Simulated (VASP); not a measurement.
Input of a VASP 6.6.1 run:

The input INCAR:

```
PREC = Accurate ; ENCUT = 520
EDIFF = 1E-6 ; ISMEAR = 0
SIGMA = 0.15 ; LREAL = F
LASPH = T ; NELM = 80
ALGO = Fast ; ISIF = 2
LWAVE = F ; LCHARG = F
GGA = PS ; NBANDS = 13
```

The input KPOINTS:

```
regular mesh
0
Gamma
  26 26 26
```

Contents of POSCAR:

```
W
1.0
    0.0000000000      1.9989957669      2.0289807034
    1.9989957669      0.0000000000      2.0289807034
    1.9989957669      1.9989957669      0.0000000000
W
1
Direct
    0.0000000000      0.0000000000      0.0000000000
```

Potentials or basis: VASP PAW PBE potentials, release 64 (W_sv).

Command:

```bash
$ cat potpaw_PBE.64/W_sv/POTCAR > POTCAR
$ mpirun -np 1 vasp_std > vasp.out
```

(1) What does it give for the pressure?

(2) Estimate the band gap on the k mesh.

## Answers

(1) -3.8 GPa.

(2) zero (band 7 reaches 13.72 eV, above the bottom of band 8 at 9.95 eV).

Caveat: the cell differs from its parent crystal (strain +0.000 along x and y, +0.015 along z); the PAW data sets were made with another functional, which shifts forces and pressure a little; spin-orbit coupling is left out, which moves the levels of the heavy elements.
